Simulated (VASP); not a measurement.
**Re: single point with PBE**

The system is Re.

```
Re
1.0
     0.00000    1.94152    1.94152
     1.94152    0.00000    1.94152
     1.94152    1.94152    0.00000
Re
1
Direct
  0.00000 0.00000 0.00000
```

```json
{
  "Program": "VASP 6.6.1",
  "Task": "single point",
  "Functional": "PBE",
  "Potentials or basis": "VASP PAW PBE potentials, release 64 (Re)",
  "Cutoff": "520 eV",
  "k mesh": "10 × 10 × 10",
  "Occupations": "fermi-dirac, width 0.1 eV",
  "Spin": "no spin polarisation"
}
```

The pressure is 9.0 GPa.

Levels at points of the mesh, in eV from the Fermi level:
```
           k point  band 1  band 2  band 3  band 4  band 5  band 6  band 7  band 8
(0.00, 0.00, 0.00)  -10.18   -1.94   -1.94   -1.94    1.27    1.27   13.91   19.59
(0.50, 0.00, 0.00)   -6.93   -2.15   -2.15    0.21    3.85    3.85   10.05   13.40
(0.50, 0.50, 0.00)   -6.89   -6.02    2.82    3.80    4.60    4.60   12.32   12.32
```

Run time: 6 s on 1 thread of Intel(R) Xeon(R) Platinum 8259CL CPU @ 2.50GHz (Skylake/Cascade Lake), with other jobs on the host, peak memory 0.13 GiB.

Caveat: spin-orbit coupling is left out, which moves the levels of the heavy elements.
